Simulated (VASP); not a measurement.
Runs of VASP 6.6.1 on Pt. The structure is that of space group Im-3m (No. 229), or close to it. The cells are those of the table. 

```tsv
cell	k mesh	gap on the mesh (eV)	pressure (GPa)
a = 2.592 Å, angles 109.5°, 1 atom	16 × 16 × 16	none	49.1
a = 2.704 Å, angles 109.5°, 1 atom	16 × 16 × 16	none	-0.4
a = 2.704 Å, angles 109.5°, 1 atom	23 × 23 × 23	none	(a)
a = 2.668 Å, angles 109.5°, 1 atom	16 × 16 × 16	none	12.1
a = 2.775 Å, angles 109.5°, 1 atom	16 × 16 × 16	none	(b)
a = 2.630 Å, angles 109.5°, 1 atom	16 × 16 × 16	none	28.3
a = 2.740 Å, angles 109.5°, 1 atom	16 × 16 × 16	none	(c)
a = 2.809 Å, angles 109.5°, 1 atom	16 × 16 × 16	none	-23.2
```

Alike in all rows: task single point; level PBEsol; potentials or basis VASP PAW PBE potentials, release 64 (Pt); no spin polarisation; cutoff (eV) 520; smearing fermi-dirac 0.1 eV.

Task: Estimate the missing entries.

Result: (a) -0.6; (b) -17.5; (c) -10.1.

Caveats: the PAW data sets were made with another functional, which shifts forces and pressure a little; spin-orbit coupling is left out, which moves the levels of the heavy elements.

A k mesh can miss the band edges, and the runs leave out spin-orbit coupling on Pt.

A gap of «none» marks levels without a gap at the run's occupations.
